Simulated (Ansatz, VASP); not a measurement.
**Ir: VASP beside Ansatz**

The input INCAR:

```
PREC = Accurate
ENCUT = 560
EDIFF = 1E-6
ISMEAR = -1
SIGMA = 0.1
LREAL = F
LASPH = T
NELM = 120
ALGO = Normal
ISIF = 2
LWAVE = F
LCHARG = F
GGA = CA
NBANDS = 14
GGA_COMPAT = F
```

KPOINTS

```
regular mesh
0
Gamma
  7 7 7
```

Contents of POSCAR:

```
Ir
1.0
    0.0000000000      1.9060927672      1.9060927672
    1.9060927672      0.0000000000      1.9060927672
    1.9060927672      1.9060927672      0.0000000000
Ir
1
Direct
    0.0000000000      0.0000000000      0.0000000000
```

Input for Ansatz:

```yaml
crystal:
  lattice:
    - [0.0, 1.9060927672, 1.9060927672]
    - [1.9060927672, 0.0, 1.9060927672]
    - [1.9060927672, 1.9060927672, 0.0]
  atoms:
    - { symbol: Ir, position: [0.0, 0.0, 0.0] }
hamiltonian:
  xc: lda
  pseudopotentials:
    kind: paw
    azcp:
      Ir: "pseudopotentials/Ir.paw.azcp"
basis:
  ecutwfc: 420
  fft_grid_basis: typed
kpoints:
  mp_grid: { grid: [7, 7, 7], shift: [0, 0, 0] }
magnetization:
  spin_polarized: false
scf:
  occupations: { method: fermi_dirac, width: 0.1 }
  lower_state_search: "off"
output:
  stress: true
```

Alike in both runs: task single point; functional LDA; k mesh 7 × 7 × 7; occupations fermi-dirac, width 0.1 eV; no spin polarisation.

|  | VASP | Ansatz |
| --- | --- | --- |
| version | VASP 6.6.1 | Ansatz 0.2.0 |
| potentials or method | VASP PAW LDA potentials, release 64 (Ir_sv_GW), cutoff 560 eV | plane waves (420 eV) with PAW, scalar-relativistic |
| valence electrons in the cell | 17 | 17 |

|  | VASP | Ansatz | Ansatz less VASP |
| --- | --- | --- | --- |
| pressure (GPa) | -1.9 | -1.5 | +0.35 |

Ansatz warns that its potentials were made for another functional, while VASP's fit it. LDA's correlation is that of Perdew and Zunger in VASP and of Perdew and Wang (1992) in Ansatz.

The k mesh is coarse, so the values compare programs but aren't converged. Neither program's run includes spin-orbit coupling.
